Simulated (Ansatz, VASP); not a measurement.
**Zn: VASP beside Ansatz**

Contents of INCAR:

```
SYSTEM = Zn
PREC = Accurate ; ENCUT = 600
EDIFF = 1E-7 ; ISMEAR = 0
SIGMA = 0.1 ; LREAL = .False.
LASPH = .True. ; NELM = 60
ALGO = Normal ; ISIF = 3
LWAVE = .False. ; LCHARG = .False.
GGA = PS ; IBRION = 2
NSW = 80 ; EDIFFG = -0.01
```

Contents of KPOINTS:

```
Automatic mesh
0
Gamma
  14 14 14
  0 0 0
```

POSCAR

```
Zn
1.0
    0.0000000000      2.8300764156      2.8300764156
    2.8300764156      0.0000000000      2.8300764156
    2.8300764156      2.8300764156      0.0000000000
Zn
2
Direct
    0.0000000000      0.0000000000      0.0000000000
    0.2500000000      0.2500000000      0.2500000000
```

Input for Ansatz:

```yaml
crystal:
  lattice:
    - [0.0, 2.8300764156, 2.8300764156]
    - [2.8300764156, 0.0, 2.8300764156]
    - [2.8300764156, 2.8300764156, 0.0]
  atoms:
    - { symbol: Zn, position: [0.0, 0.0, 0.0] }
    - { symbol: Zn, position: [0.25, 0.25, 0.25] }
basis:
  ecutwfc: 420
kpoints:
  mp_grid: { grid: [14, 14, 14] }
hamiltonian:
  xc: pbesol
scf:
  occupations: { method: gaussian, width: 0.1 }
output:
  forces: true
  stress: true
  eigenvalues: true
relax:
  adjacent_minimum: "off"
  f_tol: 0.01
  max_steps: 60
  cell: { stress_tol: 0.1 }
```

Alike in both runs: task relaxation of cell and atoms; functional PBEsol; k mesh 14 × 14 × 14; occupations gaussian, width 0.1 eV; no spin polarisation.

|  | VASP | Ansatz |
| --- | --- | --- |
| version | VASP 6.6.1 | Ansatz 0.2.0 |
| potentials or method | VASP PAW PBE potentials, release 64 (Zn), cutoff 600 eV | scalar-relativistic, plane waves, PAW |
| valence electrons in the cell | 24 | 24 |

Ansatz gave:

| Property | Result |
| --- | --- |
| gap on the k mesh at the Fermi level, each at its own relaxed structure (eV) | none |
| relaxed volume (Å³/atom) | 22.67 |
| relaxed length of the cell vector where the two differ most in proportion (Å) | 4.002 |

Q: What did VASP give for the same quantities?

A: gap on the k mesh at the Fermi level, each at its own relaxed structure (eV): none; relaxed volume (Å³/atom): 22.71; relaxed length of the cell vector where the two differ most in proportion (Å): 4.005.

VASP's potentials were made for PBE, not for PBEsol. A gap of «none» marks a metal or a gap that the smearing closes.
